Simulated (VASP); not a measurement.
# Cu (I4/mmm) in VASP: further runs

The runs below take Cu through single point, with PBEsol.

Everything below comes from runs of VASP 6.6.1. Logs are shortened: lines on timing, memory, paths and dates and some standing lists are left out, and cuts for length are marked.

## 1. The cell of the first run

The structure is tetragonal, space group I4/mmm (No. 139). Conventional cell: a = 2.498 Å, b = 2.498 Å, c = 3.916 Å, α = 90.00°, β = 90.00°, γ = 90.00°. Cu (site symmetry 4/mmm) has 12 Cu at 2.50 to 2.64 Å within 3.3 Å.

## 2. Single point, PBEsol (12.22 Å³/atom)

Contents of INCAR:

```
  PREC = Accurate
  ENCUT = 520
  EDIFF = 1E-6
  ISMEAR = 0
  SIGMA = 0.15
  LREAL = False
  LASPH = True
  NELM = 100
  ALGO = Fast
  ISIF = 2
  LWAVE = False
  LCHARG = True
  GGA = PS
  LELF = True
  LVHAR = True
  NBANDS = 12
```

Contents of KPOINTS:

```
Automatic mesh
0
Gamma
  24 24 24
```

Contents of POSCAR:

```
Cu
1.0
    0.0000000000      1.7662592271      1.9578983532
    1.7662592271      0.0000000000      1.9578983532
    1.7662592271      1.7662592271      0.0000000000
Cu
1
Direct
    0.0000000000      0.0000000000      0.0000000000
```

Potentials or basis: VASP PAW PBE potentials, release 64 (Cu).

Launch:

```bash
$ cat potpaw_PBE.64/Cu/POTCAR > POTCAR
$ mpirun -np 1 vasp_std > vasp.out
```

OUTCAR:

```text
PREC = Accurate
   ENCUT = 520
   EDIFF = 1E-6
   ISMEAR = 0
   LREAL = False
   LASPH = True
   NELM = 100
   ISIF = 2
   GGA = PS

 ion  position               nearest neighbor table
   1  0.000  0.000  0.000-

  LATTYP: Found a body centered tetragonal cell.
 ALAT       =     2.4978677536
 C/A-ratio  =     1.5676557339

  Lattice vectors:

 A1 = (  -1.7662592271,   0.0000000000,   1.9578983532)
 A2 = (   1.7662592271,   0.0000000000,   1.9578983532)
 A3 = (   0.0000000000,   1.7662592271,  -1.9578983532)

Analysis of symmetry for initial positions (statically):
=====================================================================
 Subroutine PRICEL returns:
 Original cell was already a primitive cell.

 Routine SETGRP: Setting up the symmetry group for a
 body centered tetragonal supercell.

 Subroutine GETGRP returns: Found 16 space group operations
 (whereof 16 operations were pure point group operations)
 out of a pool of 16 trial point group operations.

The static configuration has the point symmetry D_4h.

Analysis of symmetry for dynamics (positions and initial velocities):
=====================================================================
 Subroutine PRICEL returns:
 Original cell was already a primitive cell.

 Routine SETGRP: Setting up the symmetry group for a
 body centered tetragonal supercell.

 Subroutine GETGRP returns: Found 16 space group operations
 (whereof 16 operations were pure point group operations)
 out of a pool of 16 trial point group operations.

The dynamic configuration has the point symmetry D_4h.

 Subroutine INISYM returns: Found 16 space group operations
 (whereof 16 operations are pure point group operations),
 and found     1 'primitive' translations

----------------------------------------------------------------------------------------

                                     Primitive cell

  volume of cell :      12.2160

  direct lattice vectors                    reciprocal lattice vectors
     0.000000000  1.766259227  1.957898353    -0.283084155  0.283084155  0.255375872
     1.766259227  0.000000000  1.957898353     0.283084155 -0.283084155  0.255375872
     1.766259227  1.766259227  0.000000000     0.283084155  0.283084155 -0.255375872

  length of vectors
     2.636861320  2.636861320  2.497867754     0.474857993  0.474857993  0.474857993

  position of ions in fractional coordinates (direct lattice)
     0.000000000  0.000000000  0.000000000

  ion indices of the primitive-cell ions
   primitive index   ion index
                 1           1

----------------------------------------------------------------------------------------

 KPOINTS: Automatic mesh

Automatic generation of k-mesh.
 Grid dimensions read from file:
 generate k-points for:   24   24   24

 Generating k-lattice:

  Cartesian coordinates                     Fractional coordinates (reciprocal lattice)
    -0.011795173  0.011795173  0.010640661     0.041666667 -0.000000000  0.000000000
     0.011795173 -0.011795173  0.010640661    -0.000000000  0.041666667  0.000000000
     0.011795173  0.011795173 -0.010640661     0.000000000  0.000000000  0.041666667

  Length of vectors
     0.019785750  0.019785750  0.019785750

  Shift w.r.t. Gamma in fractional coordinates (k-lattice)
     0.000000000  0.000000000  0.000000000

 Subroutine IBZKPT returns following result:
 ===========================================

 Found   1063 irreducible k-points:

 Following reciprocal coordinates:
            Coordinates               Weight
  0.000000  0.000000  0.000000      1.000000
  0.041667  0.000000  0.000000      8.000000
  0.083333  0.000000  0.000000      8.000000
  0.125000 -0.000000  0.000000      8.000000
  0.166667  0.000000  0.000000      8.000000
  0.208333  0.000000  0.000000      8.000000
[... 16 lines left out ...]
  0.416667  0.041667  0.000000      8.000000
  0.458333  0.041667  0.000000      8.000000
 [... further k-points ...]
   k-points           NKPTS =   1063   k-points in BZ     NKDIM =   1063   number of bands    NBANDS=     12
   number of dos      NEDOS =    301   number of ions     NIONS =      1
   total plane-waves  NPLWV =   8000
   dimension x,y,z NGX =    20 NGY =   20 NGZ =   20
   dimension x,y,z NGXF=    40 NGYF=   40 NGZF=   40
   ions per type =               1
   NGX,Y,Z   is equivalent  to a cutoff of  12.61, 12.61, 13.31 a.u.
   NGXF,Y,Z  is equivalent  to a cutoff of  25.22, 25.22, 26.62 a.u.
 SYSTEM =  unknown system
   PREC   = accura    normal or accurate (medium, high low for compatibility)
   ISTART =      0    job   : 0-new  1-cont  2-samecut
   ICHARG =      2    charge: 1-file 2-atom 10-const
   ISPIN  =      1    spin polarized calculation?
   LNONCOLLINEAR =      F non collinear calculations
   LSORBIT =      F    spin-orbit coupling
   LASPH  =      T    aspherical Exc in radial PAW
   ENCUT  =  520.0 eV  38.22 Ry    6.18 a.u.   4.90  4.90  4.64*2*pi/ulx,y,z
   NELM   =    100;   NELMIN=  2; NELMDL= -5     # of ELM steps
   EDIFF  = 0.1E-05   stopping-criterion for ELM
   LREAL  =      F    real-space projection
   EDIFFG = 0.1E-04   stopping-criterion for IOM
   NSW    =      0    number of steps for IOM
   IBRION =     -1    ionic relax: 0-MD 1-quasi-New 2-CG
   NFREE  =      0    steps in history (QN), initial steepest desc. (CG)
   ISIF   =      2    stress and relaxation
   ISYM   =      2    0-nonsym 1-usesym 2-fastsym
   POTIM  = 0.5000    time-step for ionic-motion
   TEBEG  =    0.0;   TEEND  =   0.0 temperature during run
   PSTRESS=    0.0 pullay stress
   NELECT =      11.0000    total number of electrons
   NUPDOWN=      -1.0000    fix difference up-down
   EMIN   =  10.00;   EMAX   =-10.00  energy-range for DOS
   EFERMI =   0.00;   METHOD = LEGACY
   ISMEAR =     0;   SIGMA  =   0.15  broadening in eV -4-tet -1-fermi 0-gaus
   EFERMI_NEDOS =   21; number of points for ismear=-14 and -15
   IALGO  =     68    algorithm
   IMIX   =      4    mixing-type and parameters
     AMIX     =   0.40;   BMIX     =  1.00
     AMIX_MAG =   1.60;   BMIX_MAG =  1.00
  volume/ion in A,a.u.               =      12.22        82.44
  Fermi-wavevector in a.u.,A,eV,Ry     =   1.580870  2.987410 34.002983  2.499149
  Thomas-Fermi vector in A             =   2.681032
   LORBIT       =      0    0 simple, 1 ext, 2 COOP (PROOUT), +10 PAW based schemes
   GGA     = PS    functional components
   LHFCALC =     F    Hartree Fock is set to
   AEXX    =    0.0000 exact exchange contribution
   IVDW    =     0    specifies the selected vdW correction
   LEPSILON=     F    determine dielectric tensor
   LRPA    =     F    only Hartree local field effects (RPA)
 non-spin polarized calculation
 RMM-DIIS sequential band-by-band and
 Gauss-broadening in eV      SIGMA  =   0.15
  energy-cutoff  :      520.00
  volume of cell :       12.22
 maximum number of plane-waves:       344
   NGX =  9   NGY =  9   NGZ =  9

 number of electron      10.9999997 magnetization

 Free energy of the ion-electron system (eV)
  ---------------------------------------------------
  ext. energy  EPLUGINS =         0.00000000
  ---------------------------------------------------
  free energy    TOTEN  =        -4.26509975 eV

  energy without entropy =       -4.26153817  energy(sigma->0) =       -4.26331896

 E-fermi :   7.0042     XC(G=0): -12.7111

 val. band max:        6.9976542003   @ k =  -0.2917   0.2083   0.0833
 cond. band min:       7.0194613141   @ k =   0.4583  -0.0000   0.2083
 fundamental gap:      0.0218071138
 Fermi energy:         7.0042172411

 k-point     1 :       0.0000    0.0000    0.0000
  band No.  band energies     occupation
      1      -2.1408      2.00000
      2       3.7346      2.00000
      3       4.2523      2.00000
      4       4.2523      2.00000
      5       4.5715      2.00000
      6       5.0795      2.00000
      7      29.4970      0.00000
      8      31.6011      0.00000
      9      31.8398      0.00000
     10      31.8398      0.00000
     11      34.1870      0.00000
     12      34.1872      0.00000

 k-point     2 :       0.0417    0.0000    0.0000
  band No.  band energies     occupation
      1      -2.0786      2.00000
      2       3.7421      2.00000
      3       4.2431      2.00000
      4       4.2631      2.00000
      5       4.5709      2.00000
      6       5.0716      2.00000
      7      29.1339      0.00000
      8      30.8064      0.00000
      9      31.4361      0.00000
     10      31.6606      0.00000
     11      34.4693      0.00000
     12      34.5740      0.00000

 k-point     3 :       0.0833    0.0000    0.0000
  band No.  band energies     occupation
      1      -1.8933      2.00000
      2       3.7611      2.00000
      3       4.2163      2.00000
      4       4.2941      2.00000
      5       4.5741      2.00000
      6       5.0496      2.00000
      7      27.5986      0.00000
      8      30.1265      0.00000
      9      30.9211      0.00000
     10      31.2818      0.00000
     11      34.4721      0.00000
     12      35.1608      0.00000

 k-point     4 :       0.1250   -0.0000    0.0000
  band No.  band energies     occupation
      1      -1.5882      2.00000
      2       3.7816      2.00000
      3       4.1746      2.00000
      4       4.3398      2.00000
      5       4.5933      2.00000
      6       5.0189      2.00000
      7      25.5110      0.00000
      8      29.6803      0.00000
      9      30.5069      0.00000
     10      30.8840      0.00000
     11      33.7692      0.00000
     12      36.0441      0.00000

 k-point     5 :       0.1667    0.0000    0.0000
  band No.  band energies     occupation
      1      -1.1703      2.00000
      2       3.7928      2.00000
      3       4.1228      2.00000
      4       4.3898      2.00000
      5       4.6432      2.00000
      6       4.9899      2.00000
      7      23.3622      0.00000
      8      29.0685      0.00000
      9      30.2634      0.00000
     10      30.5378      0.00000
     11      33.1020      0.00000
     12      36.8785      0.00000
[... 228 lines left out ...]
      1       0.9768      2.00000
      2       3.8862      2.00000
      3       3.9381      2.00000
      4       4.4199      2.00000
      5       5.0830      2.00000
      6       5.1532      2.00000
      7      16.2228      0.00000
      8      26.6214      0.00000
      9      28.7663      0.00000
     10      29.3924      0.00000
     11      31.0826      0.00000
     12      36.5685      0.00000

 k-point    22 :       0.3750    0.0417    0.0000
  band No.  band energies     occupation
      1       1.5052      2.00000
      2       3.8535      2.00000
      3       4.2176      2.00000
      4       4.3786      2.00000
      5       5.2162      2.00000
      6       5.2566      2.00000
      7      14.4610      0.00000
      8      25.9458      0.00000
      9      28.8431      0.00000
     10      29.2989      0.00000
     11      30.8869      0.00000
     12      35.6656      0.00000

 k-point    23 :       0.4167    0.0417    0.0000
  band No.  band energies     occupation
      1       1.8595      2.00000
      2       3.8150      2.00000
      3       4.3380      2.00000
      4       4.6829      2.00000
      5       5.2695      2.00000
      6       5.4737      2.00000
      7      12.8674      0.00000
      8      25.3902      0.00000
      9      29.0246      0.00000
     10      29.2746      0.00000
     11      30.7203      0.00000
     12      34.8639      0.00000

 k-point    24 :       0.4583    0.0417    0.0000
  band No.  band energies     occupation
      1       2.0447      2.00000
      2       3.7922      2.00000
      3       4.3058      2.00000
      4       5.0787      2.00000
      5       5.3033      2.00000
      6       5.8638      2.00000
      7      11.5383      0.00000
      8      24.9677      0.00000
      9      29.3067      0.00000
     10      29.3119      0.00000
     11      30.6176      0.00000
     12      34.1835      0.00000

 [... further k-points ...]

------------------------ aborting loop because EDIFF is reached ----------------------------------------

  FORCE on cell =-STRESS in cart. coord.  units (eV):
  Direction    XX          YY          ZZ          XY          YZ          ZX
  --------------------------------------------------------------------------------------
  -------------------------------------------------------------------------------------
  Total       -0.5359258     -0.5359258     -1.0987421      0.0000000      0.0000000      0.0000000
  in kB      -70.2888096    -70.2888096   -144.1044244      0.0000000      0.0000000      0.0000000
  external PRESSURE =     -94.8940146 kB  Pullay stress =       0.0000000 kB

 VOLUME and BASIS-vectors are now :
 -----------------------------------------------------------------------------
  energy-cutoff  :      520.00
  volume of cell :       12.22
      direct lattice vectors                 reciprocal lattice vectors
     0.000000000  1.766259227  1.957898353    -0.283084155  0.283084155  0.255375872
     1.766259227  0.000000000  1.957898353     0.283084155 -0.283084155  0.255375872
     1.766259227  1.766259227  0.000000000     0.283084155  0.283084155 -0.255375872

 POSITION                                       TOTAL-FORCE (eV/Angst)
 -----------------------------------------------------------------------------------
      0.00000      0.00000      0.00000        -0.000000     -0.000000      0.000000
 -----------------------------------------------------------------------------------
    total drift:                               -0.000000     -0.000000     -0.000000

  FREE ENERGIE OF THE ION-ELECTRON SYSTEM (eV)
  ---------------------------------------------------
  free  energy   TOTEN  =        -4.2650997543 eV

  energy  without entropy=       -4.2615381672  energy(sigma->0) =       -4.26331896
```

It took 87 s on 1 thread of AMD EPYC 9R45 (Zen 5), shared host; peak memory 0.22 GiB.

What came out:

* Free energy: -4.2651 eV
* Pressure: -9.5 GPa
* Band gap on the k mesh: zero (an odd number of electrons rules out a gap without spin polarisation)

Levels at points of the mesh, in eV from the Fermi level:
```csv
k point,band 3,band 4,band 5,band 6,band 7,band 8,band 9,band 10
"(0.00, 0.00, 0.00)",-2.75,-2.75,-2.43,-1.92,22.49,24.60,24.84,24.84
"(0.50, 0.00, 0.00)",-2.73,-1.70,-1.54,-0.92,3.61,18.40,22.51,22.82
"(0.50, 0.50, 0.00)",-1.60,-1.51,-1.51,0.18,5.16,14.41,14.41,18.58
"(0.50, 0.00, 0.50)",-1.67,-1.66,-1.30,2.22,7.76,11.95,12.24,16.64
```

Caveat: the stress differs along the axes, from -14 to -7 GPa; the PAW data sets were made with another functional, which shifts forces and pressure a little.

(Continued in part 2 of 3.)

The gap in the log of VASP goes by the Fermi energy; the results here count the filled bands.